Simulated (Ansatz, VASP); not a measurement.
## WSe2 in VASP and in Ansatz

The input INCAR:

```
SYSTEM = WSe2
PREC = Accurate ; ENCUT = 520
EDIFF = 1E-6 ; ISMEAR = 0
SIGMA = 0.02 ; LREAL = .FALSE.
LASPH = .TRUE. ; NELM = 60
ALGO = Normal ; ISIF = 2
LWAVE = .FALSE. ; LCHARG = .TRUE.
GGA = PS ; LELF = .TRUE.
LVHAR = .TRUE. ; NBANDS = 20
```

Contents of KPOINTS:

```
regular mesh
0
G
  12 12 2
  0 0 0
```

The input POSCAR:

```
WSe2
1.0
    3.4664678394      0.0000000000      0.0000000000
   -1.7332339197      3.0020492103      0.0000000000
    0.0000000000      0.0000000000     16.0606903543
W Se
1 2
Direct
    0.0000000000      0.0000000000      0.0000000000
    0.3333333333      0.6666666667      0.0998558939
    0.3333333333      0.6666666667      0.9001441061
```

Input for Ansatz:

```yaml
crystal:
  lattice:
    - [3.4664678394, 0.0, 0.0]
    - [-1.7332339197, 3.0020492103, 0.0]
    - [0.0, 0.0, 16.0606903543]
  atoms:
    - { symbol: W, position: [0.0, 0.0, 0.0] }
    - { symbol: Se, position: [0.3333333333, 0.6666666667, 0.0998558939] }
    - { symbol: Se, position: [0.3333333333, 0.6666666667, 0.9001441061] }
basis:
  ecutwfc: 420
kpoints:
  mp_grid: { grid: [12, 12, 2] }
  band_path: { path: [VBM, CBM], npoints: 2 }
hamiltonian:
  xc: pbesol
scf:
  occupations: { method: gaussian, width: 0.02 }
output:
  forces: true
  stress: true
  eigenvalues: true
checkpoint:
  read: start.run
  write: ck
  compress: false
  write_wavefunctions: false
  write_every: 100000
```

Alike in both runs: task single point; functional PBEsol; k mesh 12 × 12 × 2; occupations gaussian, width 0.02 eV; no spin polarisation.

|  | VASP | Ansatz |
| --- | --- | --- |
| version | VASP 6.6.1 | Ansatz 0.2.0 |
| potentials or method | VASP PAW PBE potentials, release 64 (W_sv, Se), cutoff 520 eV | scalar-relativistic, plane waves, PAW |
| valence electrons in the cell | 26 | 46 |

```tsv
	VASP	Ansatz	Ansatz less VASP
gap on the k mesh at the Fermi level (eV)	0.79	0.80	+0.006
least direct gap on the mesh (eV)	1.06	1.06	+0.003
rms of the force components (eV/Å)	0.023	0.000	-0.0232
```

VASP's potentials were made for PBE, not for PBEsol. Atom by atom the forces differ by 0.023 eV/Å (rms over components). VASP's potentials hold 26 valence electrons a cell and Ansatz's 46, so a difference there can come from the potentials and not from the codes.

Neither program's run includes spin-orbit coupling.
